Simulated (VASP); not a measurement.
# RbBr (Fm-3m) in VASP: G0W0 quasiparticle levels with PBE

Aim: the G0W0 quasiparticle levels of RbBr with PBE.

Everything below comes from runs of VASP 6.6.1. Logs are shortened: lines on timing, memory, paths and dates and some standing lists are left out, and cuts for length are marked.

**1. The cell of the first run**

The structure is cubic, space group Fm-3m (No. 225). The conventional cell has a = 6.922 Å, b = 6.922 Å, c = 6.922 Å, α = 90.00°, β = 90.00°, γ = 90.00°. Within 4.5 Å of Rb (site symmetry m-3m) lie 6 Br at 3.46 Å. Br (site symmetry m-3m) has 6 Rb at 3.46 Å within 4.5 Å.

**2. G0W0 quasiparticle levels, PBE**

The input, POSCAR:

```
RbBr
1.0
    0.0000000000      3.4608258933      3.4608258933
    3.4608258933      0.0000000000      3.4608258933
    3.4608258933      3.4608258933      0.0000000000
Rb Br
1 1
Direct
    0.0000000000      0.0000000000      0.0000000000
    0.5000000000      0.5000000000      0.5000000000
```

The input, INCAR.step1:

```
  PREC = Accurate
  ENCUT = 500
  EDIFF = 1E-8
  ISMEAR = 0
  SIGMA = 0.01
  LREAL = False
  LASPH = True
  NELM = 80
  ALGO = Normal
  LWAVE = True
  LCHARG = False
  GGA = PE
```

The input, INCAR.step2:

```
  PREC = Accurate
  ENCUT = 500
  EDIFF = 1E-8
  ISMEAR = 0
  SIGMA = 0.01
  LREAL = False
  LASPH = True
  NELM = 1
  ALGO = Exact
  LWAVE = True
  LCHARG = False
  GGA = PE
  NBANDS = 353
  LOPTICS = True
  ISTART = 1
```

The input, INCAR.step3:

```
  PREC = Accurate
  ENCUT = 500
  EDIFF = 1E-8
  ISMEAR = 0
  SIGMA = 0.01
  LREAL = False
  LASPH = True
  ALGO = EVGW0
  LWAVE = False
  LCHARG = False
  GGA = PE
  NELMGW = 1
  NBANDS = 353
  ENCUTGW = 150.0
  NOMEGA = 96
  PRECFOCK = Fast
  ISTART = 1
  NBANDSGW = 16
  OMEGAMAX = 20
```

The input, KPOINTS:

```
Automatic mesh
0
Gamma
  4 4 4
```

Potentials or basis: VASP PAW PBE potentials, release 64 (Rb_sv_GW, Br_GW).

On the command line:

```bash
cat potpaw_PBE.64/Rb_sv_GW/POTCAR potpaw_PBE.64/Br_GW/POTCAR > POTCAR
cp INCAR.step1 INCAR
mpirun -np 1 vasp_std > vasp.out
cp INCAR.step2 INCAR
mpirun -np 1 vasp_std > vasp.out
cp INCAR.step3 INCAR
mpirun -np 1 vasp_std > vasp.out
```

OUTCAR:

```text
PREC = Accurate
   ENCUT = 500
   EDIFF = 1E-8
   ISMEAR = 0
   LREAL = False
   LASPH = True
   GGA = PE
   NELMGW = 1
   ENCUTGW = 150.0
   PRECFOCK = Fast
   ISTART = 1

 ion  position               nearest neighbor table
   1  0.000  0.000  0.000-
   2  0.500  0.500  0.500-

  LATTYP: Found a face centered cubic cell.
 ALAT       =     6.9216517866

  Lattice vectors:

 A1 = (   0.0000000000,   3.4608258933,   3.4608258933)
 A2 = (   3.4608258933,   0.0000000000,   3.4608258933)
 A3 = (   3.4608258933,   3.4608258933,   0.0000000000)

Analysis of symmetry for initial positions (statically):
=====================================================================
 Subroutine PRICEL returns:
 Original cell was already a primitive cell.

 Routine SETGRP: Setting up the symmetry group for a
 face centered cubic supercell.

 Subroutine GETGRP returns: Found 48 space group operations
 (whereof 48 operations were pure point group operations)
 out of a pool of 48 trial point group operations.

The static configuration has the point symmetry O_h .

Analysis of symmetry for dynamics (positions and initial velocities):
=====================================================================
 Subroutine PRICEL returns:
 Original cell was already a primitive cell.

 Routine SETGRP: Setting up the symmetry group for a
 face centered cubic supercell.

 Subroutine GETGRP returns: Found 48 space group operations
 (whereof 48 operations were pure point group operations)
 out of a pool of 48 trial point group operations.

The dynamic configuration has the point symmetry O_h .

 Subroutine INISYM returns: Found 48 space group operations
 (whereof 48 operations are pure point group operations),
 and found     1 'primitive' translations

----------------------------------------------------------------------------------------

                                     Primitive cell

  volume of cell :      82.9028

  direct lattice vectors                    reciprocal lattice vectors
     0.000000000  3.460825893  3.460825893    -0.144474185  0.144474185  0.144474185
     3.460825893  0.000000000  3.460825893     0.144474185 -0.144474185  0.144474185
     3.460825893  3.460825893  0.000000000     0.144474185  0.144474185 -0.144474185

  length of vectors
     4.894346915  4.894346915  4.894346915     0.250236629  0.250236629  0.250236629

  position of ions in fractional coordinates (direct lattice)
     0.000000000  0.000000000  0.000000000
     0.500000000  0.500000000  0.500000000

  ion indices of the primitive-cell ions
   primitive index   ion index
                 1           1
                 2           2

----------------------------------------------------------------------------------------

 KPOINTS: Automatic mesh

Automatic generation of k-mesh.
 Grid dimensions read from file:
 generate k-points for:    4    4    4

 Generating k-lattice:

  Cartesian coordinates                     Fractional coordinates (reciprocal lattice)
    -0.036118546  0.036118546  0.036118546     0.250000000  0.000000000  0.000000000
     0.036118546 -0.036118546  0.036118546     0.000000000  0.250000000  0.000000000
     0.036118546  0.036118546 -0.036118546     0.000000000  0.000000000  0.250000000

  Length of vectors
     0.062559157  0.062559157  0.062559157

  Shift w.r.t. Gamma in fractional coordinates (k-lattice)
     0.000000000  0.000000000  0.000000000

 Subroutine IBZKPT returns following result:
 ===========================================

 Found      8 irreducible k-points:

 Following reciprocal coordinates:
            Coordinates               Weight
  0.000000  0.000000  0.000000      1.000000
  0.250000  0.000000  0.000000      8.000000
  0.500000  0.000000  0.000000      4.000000
  0.250000  0.250000  0.000000      6.000000
  0.500000  0.250000  0.000000     24.000000
 -0.250000  0.250000  0.000000     12.000000
  0.500000  0.500000  0.000000      3.000000
 -0.250000  0.500000  0.250000      6.000000
   k-points           NKPTS =      8   k-points in BZ     NKDIM =     64   number of bands    NBANDS=    353
   number of dos      NEDOS =    301   number of ions     NIONS =      2
   total plane-waves  NPLWV =  46656
   dimension x,y,z NGX =    36 NGY =   36 NGZ =   36
   dimension x,y,z NGXF=    72 NGYF=   72 NGZF=   72
   ions per type =               1   1
   NGX,Y,Z   is equivalent  to a cutoff of  12.23, 12.23, 12.23 a.u.
   NGXF,Y,Z  is equivalent  to a cutoff of  24.46, 24.46, 24.46 a.u.
 SYSTEM =  unknown system
   PREC   = accura    normal or accurate (medium, high low for compatibility)
   ISTART =      1    job   : 0-new  1-cont  2-samecut
   ICHARG =      0    charge: 1-file 2-atom 10-const
   ISPIN  =      1    spin polarized calculation?
   LNONCOLLINEAR =      F non collinear calculations
   LSORBIT =      F    spin-orbit coupling
   LASPH  =      T    aspherical Exc in radial PAW
   ENCUT  =  500.0 eV  36.75 Ry    6.06 a.u.   8.92  8.92  8.92*2*pi/ulx,y,z
   NELM   =     60;   NELMIN=  2; NELMDL=  0     # of ELM steps
   EDIFF  = 0.1E-07   stopping-criterion for ELM
   LREAL  =      F    real-space projection
   EDIFFG = 0.1E-06   stopping-criterion for IOM
   NSW    =      0    number of steps for IOM
   IBRION =     -1    ionic relax: 0-MD 1-quasi-New 2-CG
   NFREE  =      0    steps in history (QN), initial steepest desc. (CG)
   ISIF   =      0    stress and relaxation
   ISYM   =      3    0-nonsym 1-usesym 2-fastsym
   POTIM  = 0.5000    time-step for ionic-motion
   TEBEG  =    0.0;   TEEND  =   0.0 temperature during run
   PSTRESS=    0.0 pullay stress
   NELECT =      16.0000    total number of electrons
   NUPDOWN=      -1.0000    fix difference up-down
   EMIN   =  10.00;   EMAX   =-10.00  energy-range for DOS
   EFERMI =   0.00;   METHOD = LEGACY
   ISMEAR =     0;   SIGMA  =   0.01  broadening in eV -4-tet -1-fermi 0-gaus
   EFERMI_NEDOS =   21; number of points for ismear=-14 and -15
   IALGO  =     38    algorithm
   IMIX   =      4    mixing-type and parameters
     AMIX     =   0.40;   BMIX     =  1.00
     AMIX_MAG =   1.60;   BMIX_MAG =  1.00
  volume/ion in A,a.u.               =      41.45       279.73
  Fermi-wavevector in a.u.,A,eV,Ry     =   0.946074  1.787820 12.177975  0.895056
  Thomas-Fermi vector in A             =   2.074037
   LORBIT       =      0    0 simple, 1 ext, 2 COOP (PROOUT), +10 PAW based schemes
   GGA     = PE    functional components
   LHFCALC =     T    Hartree Fock is set to
   PRECFOCK=fast      Normal, Fast or Accurate (Low or Medium for compatibility)
   ENCUT4O =  -1.0   cutoff for four orbital integrals eV
   NKREDX  =     1    reduce k-point grid by
   NKREDY  =     1    reduce k-point grid by
   NKREDZ  =     1    reduce k-point grid by
   AEXX    =    1.0000 exact exchange contribution
   HFSCREEN=    0.0000 screening length (either q_TF or 0.3 A-1)
   HFSCREENC=   0.0000 screening length for correlation (either q_TF or 0.3 A-1)
   ENCUTFOCK=  -1.0 apply spherical cutoff to Coloumb kernel
   IVDW    =     0    specifies the selected vdW correction
   LEPSILON=     F    determine dielectric tensor
   LRPA    =     F    only Hartree local field effects (RPA)
   LRPAFORCE           =     F    calculate RPA forces
   ENCUTGW             = 150.0    cutoff for response function in eV
   ENCUTGWSOFT         = 120.0    soft cutoff for Coulomb kernel in GW response function in eV
   ENCUTLF             =  -1.0    cutoff for local field effects
   NELMGW              =     1    number of iterations in solving QP/BSE equation
   NELMHF              =     1    number of iterations in the inner HF iteration
   NKREDLFX            =     1    NKREDLFY  =   1   NKREDLFZ  =   1
 non-spin polarized calculation
 Gauss-broadening in eV      SIGMA  =   0.01
  energy-cutoff  :      500.00
  volume of cell :       82.90
 maximum number of plane-waves:      2148
  NGX = 20; NGY = 20; NGZ = 20
   NGX = 17   NGY = 17   NGZ = 17
 maximum number of plane-waves:       360

 QP shifts <psi_nk| G(iteration)W_0 |psi_nk>: iteration 1
 for sc-GW calculations column KS-energies equals QP-energies in previous step
 and V_xc(KS)=  KS-energies - (<T + V_ion + V_H > + <T+V_H+V_ion>^1  + <V_x>^1)

 k-point   1 :       0.0000    0.0000    0.0000
  band No.  KS-energies  QP-energies   sigma(KS)   V_xc(KS)     V^pw_x(r,r')   Z            occupation Imag(sigma)

      1     -25.7425     -27.4967     -18.9863     -16.4847     -26.9190       0.7013       2.0000       0.8575
      2     -13.4146     -15.0584     -16.2653     -13.9896     -22.1706       0.7223       2.0000       1.1229
      3      -9.8136     -12.6818     -18.6635     -15.1329     -20.8573       0.8124       2.0000       0.0508
      4      -9.8136     -12.6818     -18.6635     -15.1329     -20.8573       0.8124       2.0000       0.0508
      5      -9.8136     -12.6818     -18.6635     -15.1329     -20.8573       0.8124       2.0000       0.0508
      6      -1.2630      -3.2862     -15.0353     -12.5036     -16.4184       0.7991       2.0000       0.0322
[... 8 lines left out ...]
     15       9.6292       9.7273      -3.9606      -4.0823      -0.6818       0.8063       0.0000      -0.1059
     16      14.3314      16.1226      -8.8293     -11.0685      -4.8056       0.7999       0.0000      -0.1560

 k-point   2 :       0.2500    0.0000    0.0000
  band No.  KS-energies  QP-energies   sigma(KS)   V_xc(KS)     V^pw_x(r,r')   Z            occupation Imag(sigma)

      1     -25.7385     -27.4937     -18.9915     -16.4917     -26.9236       0.7021       2.0000       0.8550
      2     -13.4328     -15.0959     -16.2827     -13.9741     -22.1480       0.7204       2.0000       1.1028
      3      -9.8173     -12.6772     -18.6539     -15.1252     -20.8441       0.8105       2.0000       0.0473
      4      -9.8173     -12.6772     -18.6539     -15.1252     -20.8441       0.8105       2.0000       0.0473
      5      -9.7937     -12.6338     -18.6358     -15.1386     -20.8441       0.8121       2.0000       0.0527
      6      -1.7941      -3.8511     -14.1701     -11.5698     -15.5757       0.7911       2.0000       0.0355
[... 8 lines left out ...]
     15      10.9562      12.0608      -6.7293      -8.0821      -3.0870       0.8165       0.0000      -0.1078
     16      11.7442      12.0488      -4.7966      -5.1665      -1.2461       0.8235       0.0000      -0.2243

 k-point   3 :       0.5000    0.0000    0.0000
  band No.  KS-energies  QP-energies   sigma(KS)   V_xc(KS)     V^pw_x(r,r')   Z            occupation Imag(sigma)

      1     -25.7345     -27.4921     -18.9969     -16.4987     -26.9284       0.7035       2.0000       0.8525
      2     -13.4507     -15.1196     -16.2991     -13.9590     -22.1255       0.7132       2.0000       1.0822
      3      -9.8209     -12.6719     -18.6445     -15.1177     -20.8311       0.8084       2.0000       0.0435
      4      -9.8209     -12.6719     -18.6445     -15.1177     -20.8311       0.8084       2.0000       0.0435
      5      -9.7740     -12.5791     -18.6080     -15.1440     -20.8308       0.8098       2.0000       0.0543
      6      -2.2007      -4.3220     -13.7442     -11.0611     -15.2259       0.7906       2.0000       0.0397
[... 8 lines left out ...]
     15       9.4318      10.6131      -7.0260      -8.4637      -3.3620       0.8217       0.0000      -0.0799
     16       9.9110      11.5562      -8.6542     -10.6911      -4.9334       0.8077       0.0000      -0.0751

 k-point   4 :       0.2500    0.2500    0.0000
  band No.  KS-energies  QP-energies   sigma(KS)   V_xc(KS)     V^pw_x(r,r')   Z            occupation Imag(sigma)

      1     -25.7373     -27.4953     -18.9937     -16.4937     -26.9251       0.7032       2.0000       0.8554
      2     -13.4149     -15.0794     -16.2957     -13.9966     -22.1648       0.7240       2.0000       1.1073
      3      -9.8454     -12.7127     -18.6073     -15.0707     -20.8083       0.8108       2.0000       0.0551
      4      -9.8454     -12.7127     -18.6073     -15.0707     -20.8083       0.8108       2.0000       0.0551
      5      -9.8137     -12.6471     -18.6124     -15.1051     -20.8141       0.8079       2.0000       0.0486
      6      -1.8345      -3.9049     -14.2359     -11.6168     -15.6734       0.7905       2.0000       0.0361
[... 8 lines left out ...]
     15      10.5203      11.8701      -7.7999      -9.4618      -4.0661       0.8122       0.0000      -0.0807
     16      11.5027      12.7506      -7.2053      -8.7345      -3.5691       0.8160       0.0000      -0.1094
[... 24 lines left out ...]
      1     -25.7346     -27.4923     -18.9972     -16.4984     -26.9282       0.7034       2.0000       0.8537
      2     -13.4266     -15.1090     -16.3076     -13.9874     -22.1505       0.7251       2.0000       1.0939
      3      -9.8857     -12.7542     -18.5308     -14.9869     -20.7409       0.8094       2.0000       0.0607
      4      -9.8214     -12.6715     -18.6435     -15.1163     -20.8305       0.8080       2.0000       0.0437
      5      -9.7900     -12.6138     -18.6187     -15.1338     -20.8307       0.8103       2.0000       0.0510
      6      -1.9976      -4.0853     -14.0193     -11.3702     -15.4770       0.7881       2.0000       0.0375
[... 8 lines left out ...]
     15       9.5268      10.9442      -7.8501      -9.5749      -4.2028       0.8217       0.0000      -0.0759
     16      10.5433      11.8961      -7.9287      -9.5893      -4.2842       0.8146       0.0000      -0.0729

 k-point   7 :       0.5000    0.5000    0.0000
  band No.  KS-energies  QP-energies   sigma(KS)   V_xc(KS)     V^pw_x(r,r')   Z            occupation Imag(sigma)

      1     -25.7322     -27.4972     -19.0018     -16.5024     -26.9310       0.7062       2.0000       0.8555
      2     -13.3648     -15.0350     -16.3445     -14.0654     -22.2133       0.7328       2.0000       1.1148
      3      -9.9754     -12.8534     -18.3625     -14.7998     -20.5938       0.8078       2.0000       0.0732
      4      -9.8777     -12.7453     -18.5511     -15.0078     -20.7599       0.8093       2.0000       0.0594
      5      -9.8777     -12.7453     -18.5511     -15.0078     -20.7599       0.8093       2.0000       0.0594
      6      -1.7266      -3.8130     -14.5714     -11.9391     -16.0241       0.7926       2.0000       0.0355
[... 8 lines left out ...]
     15       9.4531      11.0062      -7.6551      -9.5335      -4.1085       0.8268       0.0000      -0.0711
     16      11.0621      11.7198      -6.3470      -7.1719      -2.5955       0.7973       0.0000      -0.1446

 k-point   8 :      -0.2500    0.5000    0.2500
  band No.  KS-energies  QP-energies   sigma(KS)   V_xc(KS)     V^pw_x(r,r')   Z            occupation Imag(sigma)

      1     -25.7322     -27.4973     -19.0015     -16.5028     -26.9312       0.7064       2.0000       0.8544
      2     -13.3893     -15.0608     -16.3364     -14.0365     -22.1877       0.7268       2.0000       1.1036
      3      -9.9265     -12.7993     -18.4556     -14.9032     -20.6753       0.8087       2.0000       0.0663
      4      -9.9265     -12.7993     -18.4556     -14.9032     -20.6753       0.8087       2.0000       0.0663
      5      -9.7985     -12.6393     -18.6477     -15.1423     -20.8466       0.8104       2.0000       0.0466
      6      -1.7259      -3.7903     -14.4507     -11.8413     -15.8894       0.7912       2.0000       0.0360
[... 8 lines left out ...]
     15       9.5945      10.7138      -7.2327      -8.5861      -3.8000       0.8271       0.0000      -0.0666
     16      10.2825      11.2201      -6.6901      -7.8500      -3.0733       0.8083       0.0000      -0.1061
```

Wall time 8 min (1 thread of Intel Xeon 6975P-C (Granite Rapids), shared host); peak memory 1.4 GiB.

Results:

```yaml
Quasiparticle_gap: 6.86 eV
Least_direct_quasiparticle_gap: 6.86 eV
Band_gap_of_the_starting_levels_on_the_mesh: 4.28 eV
Least_direct_gap_of_the_starting_levels_on_the_mesh: 4.28 eV
```

Caveat: the k points lie up to 0.39 Å⁻¹ apart; bands, screening cutoff and mesh are small and nothing is extrapolated, so the quasiparticle values aren't converged.
